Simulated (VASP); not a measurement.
Here is a VASP 6.6.1 calculation.

Contents of INCAR:

```
SYSTEM = Nb3Tl
PREC = Accurate ; ENCUT = 520
EDIFF = 1E-7 ; ISMEAR = -1
SIGMA = 0.1 ; LREAL = .FALSE.
LASPH = .TRUE. ; NELM = 100
ALGO = Normal ; ISIF = 2
LWAVE = .FALSE. ; LCHARG = .TRUE.
GGA = PE ; LELF = .TRUE.
LVHAR = .TRUE. ; NBANDS = 62
```

The input KPOINTS:

```
regular mesh
0
G
  4 4 4
  0 0 0
```

File POSCAR:

```
Nb3Tl
1.0
    5.2903860000      0.0000000000      0.0000000000
    0.0000000000      5.2903860000      0.0000000000
    0.0000000000      0.0000000000      5.2903860000
Nb Tl
6 2
Direct
    0.2500000000      0.0000000000      0.5000000000
    0.5000000000      0.7500000000      0.0000000000
    0.7500000000      0.0000000000      0.5000000000
    0.5000000000      0.2500000000      0.0000000000
    0.0000000000      0.5000000000      0.7500000000
    0.0000000000      0.5000000000      0.2500000000
    0.0000000000      0.0000000000      0.0000000000
    0.5000000000      0.5000000000      0.5000000000
```

Potentials or basis: VASP PAW PBE potentials, release 64 (Nb_sv, Tl_d).

The run is started by

```console
$ cat potpaw_PBE.64/Nb_sv/POTCAR potpaw_PBE.64/Tl_d/POTCAR > POTCAR
$ mpirun -np 1 vasp_std > vasp.out
```

Task: What does it give for the pressure?

Result: 4.9 GPa.

Task: Predict the band gap on the k mesh.

Result: Zero (band 52 reaches 11.57 eV, above the bottom of band 53 at 10.97 eV).

Caveat: spin-orbit coupling is left out, which moves the levels of the heavy elements.
